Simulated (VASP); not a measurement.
# NiO (Fm-3m) in VASP: further runs, part 2 of 2

VASP 6.6.1.

### 4 Single point, PBE+D3(BJ)+U, collinear spin, ferromagnetic start

This run uses another cell than the first one, of 9.59 Å³/atom.

INCAR

```
SYSTEM = NiO
PREC = Accurate ; ENCUT = 700
EDIFF = 1E-6 ; ISMEAR = 0
SIGMA = 0.1 ; LREAL = .FALSE.
LASPH = .TRUE. ; NELM = 200
ALGO = Normal ; ISIF = 2
LWAVE = .FALSE. ; LCHARG = .FALSE.
ISPIN = 2 ; MAGMOM = -0.97 0
LORBIT = 11 ; LMAXMIX = 4
LDAU = .TRUE. ; LDAUTYPE = 2
LDAUL = 2 -1 ; LDAUU = 8 0
LDAUJ = 0 0 ; LDAUPRINT = 1
GGA = PE ; IVDW = 12
NBANDS = 23 ; GGA_COMPAT = .FALSE.
```

KPOINTS

```
Automatic mesh
0
G
  11 11 11
  0 0 0
```

POSCAR

```
NiO
1.0
    0.0000000000      2.1247267302      2.1247267302
    2.1247267302      0.0000000000      2.1247267302
    2.1247267302      2.1247267302      0.0000000000
Ni O
1 1
Direct
    0.0000000000      0.0000000000      0.0000000000
    0.5000000000      0.5000000000      0.5000000000
```

Potentials or basis: VASP PAW PBE potentials, release 64 (Ni_sv_GW, O).

Command:

```console
$ cat potpaw_PBE.64/Ni_sv_GW/POTCAR potpaw_PBE.64/O/POTCAR > POTCAR
$ mpirun -np 1 vasp_std > vasp.out
```

OUTCAR:

```text
SYSTEM = NiO
   PREC = Accurate
   ENCUT = 700
   EDIFF = 1E-6
   ISMEAR = 0
   LREAL = .FALSE.
   LASPH = .TRUE.
   NELM = 200
   ISIF = 2
   ISPIN = 2
   LORBIT = 11
   GGA = PE
   IVDW = 12
 IVDW          = 12

 ion  position               nearest neighbor table
   1  0.000  0.000  0.000-   2 2.12   2 2.12   2 2.12   2 2.12   2 2.12   2 2.12
   2  0.500  0.500  0.500-   1 2.12   1 2.12   1 2.12   1 2.12   1 2.12   1 2.12

  LATTYP: Found a face centered cubic cell.
 ALAT       =     4.2494534604

  Lattice vectors:

 A1 = (   0.0000000000,   2.1247267302,   2.1247267302)
 A2 = (   2.1247267302,   0.0000000000,   2.1247267302)
 A3 = (   2.1247267302,   2.1247267302,   0.0000000000)

Analysis of symmetry for initial positions (statically):
=====================================================================
 Subroutine PRICEL returns:
 Original cell was already a primitive cell.

[... 237 lines left out ...]
      6       1.4175      1.00000
[... 1241 lines left out ...]
     22      36.0968      0.00000
     23      36.7022      0.00000

 [... further k-points ...]

------------------------ aborting loop because EDIFF is reached ----------------------------------------

 Edisp (eV)   -0.50854

 E8    (eV) :    -0.1933

  FORCE on cell =-STRESS in cart. coord.  units (eV):
  Direction    XX          YY          ZZ          XY          YZ          ZX
  --------------------------------------------------------------------------------------
  -------------------------------------------------------------------------------------
  Total      -0.33266    -0.33266    -0.33266     0.00000     0.00000    -0.00000
  in kB     -27.78212   -27.78212   -27.78212     0.00000     0.00000    -0.00000
  external pressure =      -27.78 kB  Pullay stress =        0.00 kB

 VOLUME and BASIS-vectors are now :
 -----------------------------------------------------------------------------
  energy-cutoff  :      700.00
  volume of cell :       19.18
      direct lattice vectors                 reciprocal lattice vectors
     0.000000000  2.124726730  2.124726730    -0.235324380  0.235324380  0.235324380
     2.124726730  0.000000000  2.124726730     0.235324380 -0.235324380  0.235324380
     2.124726730  2.124726730  0.000000000     0.235324380  0.235324380 -0.235324380

 POSITION                                       TOTAL-FORCE (eV/Angst)
 -----------------------------------------------------------------------------------
      0.00000      0.00000      0.00000        -0.000000      0.000000     -0.000000
      2.12473      2.12473      2.12473         0.000000     -0.000000      0.000000
 -----------------------------------------------------------------------------------
    total drift:                                0.000000      0.000000      0.000000

  FREE ENERGIE OF THE ION-ELECTRON SYSTEM (eV)
  ---------------------------------------------------
  free  energy   TOTEN  =       -10.2586033897 eV

  energy  without entropy=      -10.2586033897  energy(sigma->0) =      -10.25860339

 total charge

# of ion       s       p       d       f       tot
--------------------------------------------------
    1        2.157   6.210   7.696   0.008  16.072
    2        1.543   3.483   0.000   0.000   5.026
--------------------------------------------------
tot          3.701   9.693   7.696   0.008  21.098

 magnetization (x)

# of ion       s       p       d       f       tot
--------------------------------------------------
    1       -0.010  -0.012  -1.806  -0.001  -1.829
    2       -0.019  -0.115   0.000   0.000  -0.134
--------------------------------------------------
tot         -0.029  -0.127  -1.806  -0.001  -1.963
```

stdout:

```text
POSCAR found type information on POSCAR NiO
 POSCAR found :  2 types and       2 ions
 scaLAPACK will be used
 LDA part: xc-table for (Slater+PW92), standard interpolation
 POSCAR, INCAR and KPOINTS ok, starting setup
 FFT: planning ... GRIDC
 FFT: planning ... GRID_SOFT
 FFT: planning ... GRID
 WAVECAR not read
 entering main loop
```

Run time: 66 s. Hardware: 1 thread of Intel Xeon Platinum 8488C (Sapphire Rapids), shared host; peak memory 0.24 GiB.

What came out:

```yaml
Free_energy: -10.2586 eV
Pressure: -2.8 GPa
Band_gap_on_the_k_mesh: 2.25 eV (least direct gap 3.28 eV)
Net_moment: -2.00 μB per cell
Site_moments: Ni -1.83; O -0.13 μB
Valence_electrons_inside_the_program's_atomic_spheres: Ni 16.07; O 5.03
Dispersion_energy_per_atom: -0.254 eV
```

Levels at points of the mesh, in eV from the valence-band top:
Spin up:
```tsv
k point	band 8	band 9	band 10	band 11	band 12	band 13	band 14	band 15
(0.00, 0.00, 0.00)	-4.03	-1.03	-1.03	-1.03	2.58	3.82	3.82	18.41
```
Spin down:
```
           k point  band 9  band 10  band 11  band 12  band 13  band 14  band 15  band 16  band 17  band 18
(0.00, 0.00, 0.00)   -5.10    -5.10    -1.29    -1.29    -1.29     2.25    18.46    18.56    18.56    18.56
```

Eigenvalues of the final occupation matrices:
```
    site  spin  trace               eigenvalues
site 1 d     1   2.96  0.07 0.07 0.94 0.94 0.94
site 1 d     2   4.77  0.94 0.94 0.94 0.97 0.97
```

Caveat: an odd mesh through Γ misses points on the zone boundary, where band edges can lie; a cell with one magnetic atom can't hold antiferromagnetic order, which such compounds often take.

### 5 Single point, PBEsol+U, collinear spin, ferromagnetic start

INCAR

```
SYSTEM = NiO
ALGO = Normal
EDIFF = 1E-6
ENCUT = 700
GGA = PS
GGA_COMPAT = .False.
ISIF = 2
ISMEAR = -1
ISPIN = 2
LASPH = .True.
LCHARG = .False.
LDAU = .True.
LDAUJ = 0 0
LDAUL = 2 -1
LDAUPRINT = 1
LDAUTYPE = 2
LDAUU = 5 0
LMAXMIX = 4
LORBIT = 11
LREAL = .False.
LWAVE = .False.
MAGMOM = 1 0
NBANDS = 23
NELM = 200
PREC = Accurate
SIGMA = 0.05
```

KPOINTS

```
k-points
0
Gamma
  11 11 11
  0 0 0
```

POSCAR

```
NiO
1.0
    0.0000000000      2.0859016414      2.0859016414
    2.0859016414      0.0000000000      2.0859016414
    2.0859016414      2.0859016414      0.0000000000
Ni O
1 1
Direct
    0.0000000000      0.0000000000      0.0000000000
    0.5000000000      0.5000000000      0.5000000000
```

Command:

```console
$ cat potpaw_PBE.64/Ni_sv_GW/POTCAR potpaw_PBE.64/O/POTCAR > POTCAR
$ mpirun -np 1 vasp_std > vasp.out
```

Run time: 48 s. Hardware: 1 thread of AMD EPYC 9R45 (Zen 5), shared host; peak memory 0.19 GiB.

Results (log left out):

| Quantity | Value |
| --- | --- |
| Free energy | -11.3735 eV |
| Pressure | 0.6 GPa |
| Band gap on the k mesh | 1.83 eV (least direct gap 2.60 eV) |
| Net moment | 2.00 μB per cell |
| Site moments | Ni +1.75; O +0.21 μB |
| Valence electrons inside the program's atomic spheres | Ni 16.13; O 5.01 |

Levels at points of the mesh, in eV from the valence-band top:
Spin up:
```tsv
k point	band 9	band 10	band 11	band 12	band 13	band 14	band 15	band 16	band 17	band 18
(0.00, 0.00, 0.00)	-4.23	-4.23	-2.00	-2.00	-2.00	2.14	18.12	18.78	18.78	18.78
```
Spin down:
```csv
k point,band 9,band 10,band 11,band 12,band 13,band 14
"(0.00, 0.00, 0.00)",-1.59,-1.59,-1.59,1.83,1.83,2.50
```

Eigenvalues of the final occupation matrices:
| site | spin | trace | eigenvalues |
| --- | --- | --- | --- |
| site 1 d | 1 | 4.74 | 0.94 0.94 0.94 0.97 0.97 |
| site 1 d | 2 | 3.01 | 0.11 0.11 0.93 0.93 0.93 |

Caveat: the PAW data sets were made with another functional, which shifts forces and pressure a little; an odd mesh through Γ misses points on the zone boundary, where band edges can lie; a cell with one magnetic atom can't hold antiferromagnetic order, which such compounds often take.

### 6 Single point, PBE+U, collinear spin, ferromagnetic start

INCAR

```
ALGO = Normal ; EDIFF = 1E-6
ENCUT = 700 ; GGA = PE
GGA_COMPAT = False ; ISIF = 2
ISMEAR = -1 ; ISPIN = 2
LASPH = True ; LCHARG = False
LDAU = True ; LDAUJ = 0 0
LDAUL = 2 -1 ; LDAUPRINT = 1
LDAUTYPE = 2 ; LDAUU = 6 0
LMAXMIX = 4 ; LORBIT = 11
LREAL = False ; LWAVE = False
MAGMOM = 1 0 ; NBANDS = 23
NELM = 200 ; PREC = Accurate
SIGMA = 0.05
```

KPOINTS

```
k-points
0
Gamma
  11 11 11
```

POSCAR is that of step 5.

Potentials or basis: VASP PAW PBE potentials, release 64 (Ni_sv_GW, O).

Command:

```console
$ cat potpaw_PBE.64/Ni_sv_GW/POTCAR potpaw_PBE.64/O/POTCAR > POTCAR
$ mpirun -np 1 vasp_std > vasp.out
```

Wall time 60 s (1 thread of AMD EPYC 9R45 (Zen 5), shared host); peak memory 0.19 GiB.

The run converged. Its results:

| Property | Result |
| --- | --- |
| Free energy | -10.2771 eV |
| Pressure | 11.5 GPa |
| Band gap on the k mesh | 2.36 eV (least direct gap 3.31 eV) |
| Net moment | 2.00 μB per cell |
| Site moments | Ni +1.78; O +0.18 μB |
| Valence electrons inside the program's atomic spheres | Ni 16.12; O 5.05 |

Levels at points of the mesh, in eV from the valence-band top:
Spin up:
```tsv
k point	band 11	band 12	band 13	band 14	band 15	band 16
(0.00, 0.00, 0.00)	-1.79	-1.79	-1.79	2.36	18.48	18.95
```
Spin down:
```csv
k point,band 9,band 10,band 11,band 12,band 13,band 14
"(0.00, 0.00, 0.00)",-1.44,-1.44,-1.44,2.62,2.62,2.72
```

Eigenvalues of the final occupation matrices:
| site | spin | trace | eigenvalues |
| --- | --- | --- | --- |
| site 1 d | 1 | 4.75 | 0.94 0.94 0.94 0.97 0.97 |
| site 1 d | 2 | 2.99 | 0.10 0.10 0.93 0.93 0.93 |

Caveat: the cell stands under pressure; an odd mesh through Γ misses points on the zone boundary, where band edges can lie; a cell with one magnetic atom can't hold antiferromagnetic order, which such compounds often take. The state reached can hang on the start; a lower one may exist.

### 7 Summary

| level | U | cell | k mesh | cutoff (eV) | smearing | k mesh for the DOS | occupations for the DOS | gap on the mesh (eV) | pressure (GPa) | moment (μB) |
| --- | --- | --- | --- | --- | --- | --- | --- | --- | --- | --- |
| PBE | - | a = 2.950 Å, angles 60.0°, 2 atoms | 6 × 6 × 6 | 520 | fermi-dirac 0.05 eV | 9 × 9 × 9 | tetrahedron | - | - | 1.73 |
| PBE+D4+U | Ni d U = 8.0 eV | a = 3.017 Å, angles 60.0°, 2 atoms | 11 × 11 × 11 | 700 | gaussian 0.02 eV | - | - | 2.18 | -5.3 | 2.00 |
| PBE+D3(BJ)+U | Ni d U = 8.0 eV | a = 3.005 Å, angles 60.0°, 2 atoms | 11 × 11 × 11 | 700 | gaussian 0.1 eV | - | - | 2.25 | -2.8 | 2.00 |
| PBEsol+U | Ni d U = 5.0 eV | a = 2.950 Å, angles 60.0°, 2 atoms | 11 × 11 × 11 | 700 | fermi-dirac 0.05 eV | - | - | 1.83 | 0.6 | 2.00 |
| PBE+U | Ni d U = 6.0 eV | a = 2.950 Å, angles 60.0°, 2 atoms | 11 × 11 × 11 | 700 | fermi-dirac 0.05 eV | - | - | 2.36 | 11.5 | 2.00 |

Alike in all rows: task single point; potentials or basis VASP PAW PBE potentials, release 64 (Ni_sv_GW, O); spin collinear, ferromagnetic start.

Caveats: some runs use coarse meshes; a cell with one magnetic atom can't hold antiferromagnetic order, which such compounds often take; an odd mesh through Γ misses points on the zone boundary, where band edges can lie (at least some runs); semilocal functionals often make such compounds metallic where correlation or magnetic order opens a gap, which also shifts bond lengths (at least some runs); the cell stands under tension (at least some runs); the PAW data sets were made with another functional, which shifts forces and pressure a little (at least some runs); the cell stands under pressure (at least some runs).

Total energies depend on the potentials used, so only differences within one code and one set of settings carry meaning.
